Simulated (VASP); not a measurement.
# Au (P6_3/mmc) in VASP: single point with PBE

Aim: the single point of Au with PBE.

Everything below comes from runs of VASP 6.6.1. Logs are shortened: lines on timing, memory, paths and dates and some standing lists are left out, and cuts for length are marked.

## (1) The cell of the first run

The structure is hexagonal, space group P6_3/mmc (No. 194). The conventional cell has a = 2.932 Å, b = 2.932 Å, c = 9.664 Å, α = 90.00°, β = 90.00°, γ = 120.00°. Au (site symmetry -3m) has 12 Au at 2.93 to 2.95 Å within 3.9 Å. Within 3.9 Å of Au (site symmetry -6m2) lie 12 Au at 2.93 to 2.95 Å.

This isn't the form of Au at room conditions, which is fcc.

## (2) Single point, PBE

Input file INCAR:

```
SYSTEM = Au
ALGO     = Fast           ! electronic algorithm
EDIFF    = 1E-6           ! SCF threshold, eV
ENCUT    = 520            ! plane-wave cutoff, eV
GGA      = PE             ! functional
ISIF     = 2              ! what is computed and relaxed
ISMEAR   = 0              ! smearing method
LASPH    = .TRUE.         ! aspherical terms in the spheres
LCHARG   = .FALSE.        ! write CHGCAR
LREAL    = .FALSE.        ! projectors in reciprocal space
LWAVE    = .FALSE.        ! write WAVECAR
NBANDS   = 30             ! bands
NELM     = 100            ! most SCF steps
PREC     = Accurate       ! precision mode
SIGMA    = 0.1            ! smearing width, eV
```

Input file KPOINTS:

```
k-points
0
G
  18 18 6
  0 0 0
```

Input file POSCAR:

```
Au
1.0
    2.9315343988      0.0000000000      0.0000000000
   -1.4657671994      2.5387832614      0.0000000000
    0.0000000000      0.0000000000      9.6641460237
Au
4
Direct
    0.0000000000      0.0000000000      0.0000000000
    0.0000000000      0.0000000000      0.5000000000
    0.3333333333      0.6666666667      0.7500000000
    0.6666666667      0.3333333333      0.2500000000
```

Potentials or basis: VASP PAW PBE potentials, release 64 (Au).

Command:

```console
$ cat potpaw_PBE.64/Au/POTCAR > POTCAR
$ mpirun -np 1 vasp_std > vasp.out
```

OUTCAR:

```text
SYSTEM = Au
   EDIFF = 1E-6
   ENCUT = 520
   GGA = PE
   ISIF = 2
   ISMEAR = 0
   LASPH = .TRUE.
   LREAL = .FALSE.
   NELM = 100
   PREC = Accurate

 ion  position               nearest neighbor table
   1  0.000  0.000  0.000-   3 2.95   4 2.95   3 2.95   4 2.95   4 2.95   3 2.95
   2  0.000  0.000  0.500-   3 2.95   4 2.95   3 2.95   4 2.95   4 2.95   3 2.95
   3  0.333  0.667  0.750-   1 2.95   2 2.95   1 2.95   2 2.95   1 2.95   2 2.95
   4  0.667  0.333  0.250-   1 2.95   2 2.95   1 2.95   2 2.95   1 2.95   2 2.95

  LATTYP: Found a hexagonal cell.
 ALAT       =     2.9315343988
 C/A-ratio  =     3.2966169620

  Lattice vectors:

 A1 = (   2.9315343988,   0.0000000000,   0.0000000000)
 A2 = (  -1.4657671994,   2.5387832614,   0.0000000000)
 A3 = (   0.0000000000,   0.0000000000,   9.6641460237)

Analysis of symmetry for initial positions (statically):
=====================================================================
 Subroutine PRICEL returns:
 Original cell was already a primitive cell.

 Routine SETGRP: Setting up the symmetry group for a
 hexagonal supercell.

 Subroutine GETGRP returns: Found 24 space group operations
 (whereof 12 operations were pure point group operations)
 out of a pool of 24 trial point group operations.

The static configuration has the point symmetry D_3d.
 The point group associated with its full space group is D_6h.

Analysis of symmetry for dynamics (positions and initial velocities):
=====================================================================
 Subroutine PRICEL returns:
 Original cell was already a primitive cell.

 Routine SETGRP: Setting up the symmetry group for a
 hexagonal supercell.

 Subroutine GETGRP returns: Found 24 space group operations
 (whereof 12 operations were pure point group operations)
 out of a pool of 24 trial point group operations.

The dynamic configuration has the point symmetry D_3d.
 The point group associated with its full space group is D_6h.

 Subroutine INISYM returns: Found 24 space group operations
 (whereof 12 operations are pure point group operations),
 and found     1 'primitive' translations

----------------------------------------------------------------------------------------

                                     Primitive cell

  volume of cell :      71.9257

  direct lattice vectors                    reciprocal lattice vectors
     2.931534399  0.000000000  0.000000000     0.341118290  0.196944736  0.000000000
    -1.465767199  2.538783261  0.000000000     0.000000000  0.393889473  0.000000000
     0.000000000  0.000000000  9.664146024     0.000000000  0.000000000  0.103475258

  length of vectors
     2.931534399  2.931534399  9.664146024     0.393889473  0.393889473  0.103475258

  position of ions in fractional coordinates (direct lattice)
     0.000000000  0.000000000  0.000000000
     0.000000000  0.000000000  0.500000000
     0.333333333  0.666666667  0.750000000
     0.666666667  0.333333333  0.250000000

  ion indices of the primitive-cell ions
   primitive index   ion index
                 1           1
                 2           2
                 3           3
                 4           4

----------------------------------------------------------------------------------------

 KPOINTS: k-points

Automatic generation of k-mesh.
 Grid dimensions read from file:
 generate k-points for:   18   18    6

 Generating k-lattice:

  Cartesian coordinates                     Fractional coordinates (reciprocal lattice)
     0.018951016  0.010941374  0.000000000     0.055555556  0.000000000  0.000000000
     0.000000000  0.021882748  0.000000000     0.000000000  0.055555556  0.000000000
     0.000000000  0.000000000  0.017245876     0.000000000  0.000000000  0.166666667

  Length of vectors
     0.021882748  0.021882748  0.017245876

  Shift w.r.t. Gamma in fractional coordinates (k-lattice)
     0.000000000  0.000000000  0.000000000

 Subroutine IBZKPT returns following result:
 ===========================================

 Found    148 irreducible k-points:

 Following reciprocal coordinates:
            Coordinates               Weight
  0.000000  0.000000  0.000000      1.000000
  0.055556  0.000000  0.000000      6.000000
  0.111111  0.000000  0.000000      6.000000
  0.166667  0.000000  0.000000      6.000000
  0.222222  0.000000  0.000000      6.000000
  0.277778  0.000000  0.000000      6.000000
[... 16 lines left out ...]
  0.333333  0.111111  0.000000     12.000000
  0.388889  0.111111  0.000000     12.000000
 [... further k-points ...]
   k-points           NKPTS =    148   k-points in BZ     NKDIM =    148   number of bands    NBANDS=     30
   number of dos      NEDOS =    301   number of ions     NIONS =      4
   total plane-waves  NPLWV =  41472
   dimension x,y,z NGX =    24 NGY =   24 NGZ =   72
   dimension x,y,z NGXF=    48 NGYF=   48 NGZF=  144
   ions per type =               4
   NGX,Y,Z   is equivalent  to a cutoff of  13.61, 13.61, 12.39 a.u.
   NGXF,Y,Z  is equivalent  to a cutoff of  27.22, 27.22, 24.77 a.u.
 SYSTEM =  Au
   PREC   = accura    normal or accurate (medium, high low for compatibility)
   ISTART =      0    job   : 0-new  1-cont  2-samecut
   ICHARG =      2    charge: 1-file 2-atom 10-const
   ISPIN  =      1    spin polarized calculation?
   LNONCOLLINEAR =      F non collinear calculations
   LSORBIT =      F    spin-orbit coupling
   LASPH  =      T    aspherical Exc in radial PAW
   ENCUT  =  520.0 eV  38.22 Ry    6.18 a.u.   5.45  5.45 17.97*2*pi/ulx,y,z
   NELM   =    100;   NELMIN=  2; NELMDL= -5     # of ELM steps
   EDIFF  = 0.1E-05   stopping-criterion for ELM
   LREAL  =      F    real-space projection
   EDIFFG = 0.1E-04   stopping-criterion for IOM
   NSW    =      0    number of steps for IOM
   IBRION =     -1    ionic relax: 0-MD 1-quasi-New 2-CG
   NFREE  =      0    steps in history (QN), initial steepest desc. (CG)
   ISIF   =      2    stress and relaxation
   ISYM   =      2    0-nonsym 1-usesym 2-fastsym
   POTIM  = 0.5000    time-step for ionic-motion
   TEBEG  =    0.0;   TEEND  =   0.0 temperature during run
   PSTRESS=    0.0 pullay stress
   NELECT =      44.0000    total number of electrons
   NUPDOWN=      -1.0000    fix difference up-down
   EMIN   =  10.00;   EMAX   =-10.00  energy-range for DOS
   EFERMI =   0.00;   METHOD = LEGACY
   ISMEAR =     0;   SIGMA  =   0.10  broadening in eV -4-tet -1-fermi 0-gaus
   EFERMI_NEDOS =   21; number of points for ismear=-14 and -15
   IALGO  =     68    algorithm
   IMIX   =      4    mixing-type and parameters
     AMIX     =   0.40;   BMIX     =  1.00
     AMIX_MAG =   1.60;   BMIX_MAG =  1.00
  volume/ion in A,a.u.               =      17.98       121.34
  Fermi-wavevector in a.u.,A,eV,Ry     =   1.389732  2.626212 26.277676  1.931355
  Thomas-Fermi vector in A             =   2.513735
   LORBIT       =      0    0 simple, 1 ext, 2 COOP (PROOUT), +10 PAW based schemes
   GGA     = PE    functional components
   LHFCALC =     F    Hartree Fock is set to
   AEXX    =    0.0000 exact exchange contribution
   IVDW    =     0    specifies the selected vdW correction
   LEPSILON=     F    determine dielectric tensor
   LRPA    =     F    only Hartree local field effects (RPA)
 non-spin polarized calculation
 RMM-DIIS sequential band-by-band and
 Gauss-broadening in eV      SIGMA  =   0.10
  energy-cutoff  :      520.00
  volume of cell :       71.93
 maximum number of plane-waves:      1992
 NGX is ok and might be reduce to    24
   NGX = 11   NGY = 11   NGZ = 35

 number of electron      44.0000000 magnetization

 Free energy of the ion-electron system (eV)
  ---------------------------------------------------
  ext. energy  EPLUGINS =         0.00000000
  ---------------------------------------------------
  free energy    TOTEN  =       -12.87008313 eV

  energy without entropy =      -12.86422693  energy(sigma->0) =      -12.86715503

 E-fermi :   8.5345     XC(G=0): -12.3970

 val. band max:        8.5240587315   @ k =   0.4444   0.0556   0.3333
 cond. band min:       8.5993456895   @ k =   0.1667   0.0000   0.3333
 fundamental gap:      0.0752869580
 Fermi energy:         8.5345299796

 k-point     1 :       0.0000    0.0000    0.0000
  band No.  band energies     occupation
      1      -0.6968      2.00000
      2       0.9916      2.00000
      3       1.0000      2.00000
      4       1.7390      2.00000
      5       4.0718      2.00000
      6       4.0812      2.00000
[... 22 lines left out ...]
     29      22.9918      0.00000
     30      24.0126      0.00000

 k-point     2 :       0.0556    0.0000    0.0000
  band No.  band energies     occupation
      1      -0.6046      2.00000
      2       1.0791      2.00000
      3       1.0874      2.00000
      4       1.8141      2.00000
      5       3.9559      2.00000
      6       4.0256      2.00000
[... 22 lines left out ...]
     29      23.0769      0.00000
     30      23.9842      0.00000

 k-point     3 :       0.1111    0.0000    0.0000
  band No.  band energies     occupation
      1      -0.3335      2.00000
      2       1.3290      2.00000
      3       1.3369      2.00000
      4       2.0261      2.00000
      5       3.7354      2.00000
      6       3.8832      2.00000
[... 22 lines left out ...]
     29      23.1848      0.00000
     30      23.4419      0.00000

 k-point     4 :       0.1667    0.0000    0.0000
  band No.  band energies     occupation
      1       0.0975      2.00000
      2       1.6918      2.00000
      3       1.6987      2.00000
      4       2.3258      2.00000
      5       3.5139      2.00000
      6       3.7018      2.00000
[... 22 lines left out ...]
     29      22.3704      0.00000
     30      22.4137      0.00000

 k-point     5 :       0.2222    0.0000    0.0000
  band No.  band energies     occupation
      1       0.6469      2.00000
      2       2.0446      2.00000
      3       2.0507      2.00000
      4       2.5958      2.00000
      5       3.3556      2.00000
      6       3.5108      2.00000
[... 22 lines left out ...]
     29      21.0736      0.00000
     30      21.1623      0.00000
[... 526 lines left out ...]
     29      19.3937      0.00000
     30      20.7733      0.00000

 k-point    22 :       0.2778    0.1111    0.0000
  band No.  band energies     occupation
      1       1.9221      2.00000
      2       2.3639      2.00000
      3       2.5353      2.00000
      4       2.7562      2.00000
      5       3.2568      2.00000
      6       3.2725      2.00000
[... 22 lines left out ...]
     29      18.3213      0.00000
     30      20.5104      0.00000

 k-point    23 :       0.3333    0.1111    0.0000
  band No.  band energies     occupation
      1       2.0505      2.00000
      2       2.2600      2.00000
      3       2.5501      2.00000
      4       2.8017      2.00000
      5       3.1389      2.00000
      6       3.2022      2.00000
[... 22 lines left out ...]
     29      17.3490      0.00000
     30      19.3187      0.00000

 k-point    24 :       0.3889    0.1111    0.0000
  band No.  band energies     occupation
      1       2.0452      2.00000
      2       2.1747      2.00000
      3       2.4706      2.00000
      4       2.8333      2.00000
      5       3.0443      2.00000
      6       3.2793      2.00000
[... 22 lines left out ...]
     29      16.4967      0.00000
     30      18.1730      0.00000

 [... further k-points ...]
[... 5 lines left out ...]
  --------------------------------------------------------------------------------------
  -------------------------------------------------------------------------------------
  Total       -0.1181978     -0.1181978     -0.1293479      0.0000000     -0.0000000      0.0000000
  in kB       -2.6329091     -2.6329091     -2.8812832      0.0000000     -0.0000000      0.0000000
  external PRESSURE =      -2.7157004 kB  Pullay stress =       0.0000000 kB

 VOLUME and BASIS-vectors are now :
 -----------------------------------------------------------------------------
  energy-cutoff  :      520.00
  volume of cell :       71.93
      direct lattice vectors                 reciprocal lattice vectors
     2.931534399  0.000000000  0.000000000     0.341118290  0.196944736  0.000000000
    -1.465767199  2.538783261  0.000000000     0.000000000  0.393889473  0.000000000
     0.000000000  0.000000000  9.664146024     0.000000000  0.000000000  0.103475258

 POSITION                                       TOTAL-FORCE (eV/Angst)
 -----------------------------------------------------------------------------------
      0.00000      0.00000      0.00000         0.000000      0.000000      0.000000
      0.00000      0.00000      4.83207         0.000000      0.000000      0.000000
     -0.00000      1.69252      7.24811         0.000000     -0.000000     -0.000000
      1.46577      0.84626      2.41604        -0.000000      0.000000     -0.000000
 -----------------------------------------------------------------------------------
    total drift:                                0.000000      0.000000      0.000000

  FREE ENERGIE OF THE ION-ELECTRON SYSTEM (eV)
  ---------------------------------------------------
  free  energy   TOTEN  =       -12.8700831342 eV

  energy  without entropy=      -12.8642269253  energy(sigma->0) =      -12.86715503
```

Wall time 1.7 min (1 thread of Intel Xeon 6975P-C (Granite Rapids), shared host); peak memory 0.36 GiB.

What came out:

```
Free energy            : -12.8701 eV
Pressure               : -0.3 GPa
Band gap on the k mesh : zero (bands 22 and 23 overlap by 5.01 eV)
```

Caveat: spin-orbit coupling is left out, which moves the levels of the heavy elements.
